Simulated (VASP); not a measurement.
The system is NaI.

```
Na I
1.0
     0.00000    3.54319    3.49004
     3.54319    0.00000    3.49004
     3.54319    3.54319    0.00000
Na I
1 1
Direct
  0.00000 0.00000 0.00000
  0.25000 0.25000 0.25000
```

This cell differs from its parent crystal: uniaxial z strain -1.5%.

Base run:

```yaml
Program: VASP 6.6.1
Functional: HSE06
Potentials_or_basis: VASP PAW PBE potentials, release 64 (Na_pv, I)
Cutoff: 520 eV
k_mesh: 4 × 4 × 4
Occupations: gaussian, width 0.01 eV
Spin: no spin polarisation
```

Its results: band gap on the k mesh 4.81 eV; pressure 0.4 GPa.

The run is repeated on the same cell with these changes: functional from HSE06 to PBE. What comes out?

Band gap on the k mesh 3.84 eV; pressure 0.6 GPa.

Caveats: spin-orbit coupling is left out, which moves the levels of the heavy elements; the PAW data sets were made with another functional, which shifts forces and pressure a little (at least some runs).

